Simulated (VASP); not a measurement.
Input of a VASP 6.6.1 run:

File INCAR:

```
SYSTEM = NaI
ALGO = Normal ; EDIFF = 1E-7
ENCUT = 520 ; GGA = PS
ISIF = 2 ; ISMEAR = 0
LASPH = .TRUE. ; LCHARG = .FALSE.
LREAL = .FALSE. ; LWAVE = .FALSE.
NBANDS = 14 ; NELM = 60
PREC = Accurate ; SIGMA = 0.01
```

File KPOINTS:

```
k-points
0
G
  8 8 8
  0 0 0
```

POSCAR

```
NaI
1.0
    0.0000000000      3.2002504140      3.2002504140
    3.2002504140      0.0000000000      3.2002504140
    3.2002504140      3.2002504140      0.0000000000
Na I
1 1
Direct
   -0.0015623777     -0.0015623777     -0.0015623777
    0.5000000000      0.5000000000      0.5000000000
```

Potentials or basis: VASP PAW PBE potentials, release 64 (Na_pv, I).

The run is started by

```console
$ cat potpaw_PBE.64/Na_pv/POTCAR potpaw_PBE.64/I/POTCAR > POTCAR
$ mpirun -np 1 vasp_std > vasp.out
```

(1) Predict the band gap on the k mesh.

(2) Predict the pressure.

(3) What does it give for the largest force?

## Answers

(1) 3.59 eV.

(2) 0.1 GPa.

(3) 0.018 eV/Å.

Caveat: the cell differs from its parent crystal (-0.01, -0.01] A); the PAW data sets were made with another functional, which shifts forces and pressure a little; spin-orbit coupling is left out, which moves the levels of the heavy elements.
